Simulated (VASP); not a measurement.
# PtSe2: relaxation of cell and atoms with PBE exchange alone

Crystal: PtSe2.

```xyz
3
Lattice="3.7240 0.0000 0.0000 -1.8620 3.2251 0.0000 0.0000 0.0000 5.0620" Properties=species:S:1:pos:R:3 pbc="T T T"
Pt    0.0000    0.0000    0.0000
Se    1.8620    1.0750    3.7965
Se    0.0000    2.1501    1.2655
```

```
Program                : VASP 6.6.1
Task                   : relaxation of cell and atoms
Functional             : PBE exchange alone
Potentials or basis    : VASP PAW PBE potentials, release 64 (Pt, Se)
Cutoff                 : 600 eV
k mesh                 : 8 × 8 × 5
Occupations            : fermi-dirac, width 0.05 eV
Spin                   : no spin polarisation
Dipole correction      : no
Further INCAR settings : ALGO = Normal; EDIFF = 1e-06; IBRION = 2; EDIFFG = -0.01; NSW = 60; ISIF = 3
```

```json
{
 "Relaxed volume": "33.64 Å³/atom",
 "Relaxed cell": "a = 3.924 Å, b = 3.924 Å, c = 7.566 Å, α = 90.00°, β = 90.00°, γ = 120.00°",
 "Space group after relaxing (to 0.1 Å)": "P-3m1 (No. 164)",
 "Energy gained by relaxing": "375.0 meV/atom",
 "Ionic steps": "24",
 "Pressure after relaxing": "0.0 GPa",
 "Largest force after relaxing": "0.009 eV/Å",
 "Band gap on the k mesh": "0.95 eV (least direct gap 1.12 eV)"
}
```

Forces in eV/Å, atoms in the order of the input:
```
Pt   0.000  0.000  0.000
Se   0.000  0.000  0.009
Se   0.000  0.000 -0.009
```

The path:
| step | energy change (eV) | largest force (eV/Å) | pressure (GPa) | volume (Å³) |
| --- | --- | --- | --- | --- |
| 1 | 0.0000 | 1.5346 | 24.04 | 60.80 |
| 2 | -0.0528 | 1.5201 | -8.96 | 91.65 |
| 3 | -0.8042 | 0.6323 | -0.09 | 73.61 |
| 4 | -0.8053 | 0.5936 | 0.31 | 73.21 |
| 5 | -0.8054 | 0.5671 | 0.58 | 72.95 |
| 6 | -0.8427 | 0.5001 | 0.46 | 73.96 |
| 7 | -0.9336 | 0.2833 | 0.32 | 76.97 |
| 8 | -1.0287 | 0.2260 | 1.00 | 83.03 |
| 9 | -0.8282 | 1.6035 | 4.86 | 95.21 |
| 10 | -0.9987 | 0.7710 | 2.61 | 86.26 |
| 11 | -1.0193 | 0.6753 | 1.93 | 87.90 |
| 12 | -1.0568 | 0.4141 | 0.22 | 92.90 |
| 13 | -1.0493 | 0.0208 | -2.16 | 103.22 |
| 14 | -1.0637 | 0.1992 | -1.06 | 98.03 |
| 15 | -1.0823 | 0.1685 | -0.88 | 98.47 |
| 16 | -1.1180 | 0.0788 | -0.28 | 99.65 |
| 17 | -1.0952 | 0.0823 | 1.16 | 101.41 |
| 18 | -1.1246 | 0.0357 | 0.20 | 100.30 |
| 19 | -1.1246 | 0.0324 | 0.23 | 100.34 |
| 20 | -1.1249 | 0.0207 | 0.00 | 100.84 |
| 21 | -1.1249 | 0.0150 | 0.02 | 100.79 |
| 22 | -1.1249 | 0.0133 | 0.01 | 100.83 |
| 23 | -1.1249 | 0.0100 | -0.02 | 100.90 |
| 24 | -1.1249 | 0.0094 | 0.00 | 100.91 |

Final structure:
```xyz
3
Lattice="3.9242 0.0000 0.0000 -1.9621 3.3985 0.0000 0.0000 0.0000 7.5663" Properties=species:S:1:pos:R:3 pbc="T T T"
Pt    3.9242    0.0000    0.0000
Se    1.9621    1.1328    6.2037
Se    0.0000    2.2656    1.3626
```

Levels at points of the mesh, in eV from the valence-band top:
```
           k point  band 8  band 9  band 10  band 11  band 12  band 13  band 14  band 15
(0.00, 0.00, 0.00)   -1.21   -0.30    -0.11    -0.11     2.34     2.34     3.48     5.50
(0.50, 0.00, 0.00)   -1.95   -1.72    -1.56    -1.25     1.78     2.19     4.31     6.11
```

Wall time 14 min on 1 thread of Intel(R) Xeon(R) Platinum 8259CL CPU @ 2.50GHz (Skylake/Cascade Lake), with other jobs on the host, peak memory 0.22 GiB.

Caveat: the volume moved by over 15 % at a fixed basis, so the end points are rough; spin-orbit coupling is left out, which moves the levels of the heavy elements; an odd mesh through Γ misses points on the zone boundary, where band edges can lie. Zero-point motion and thermal expansion aren't in these numbers.
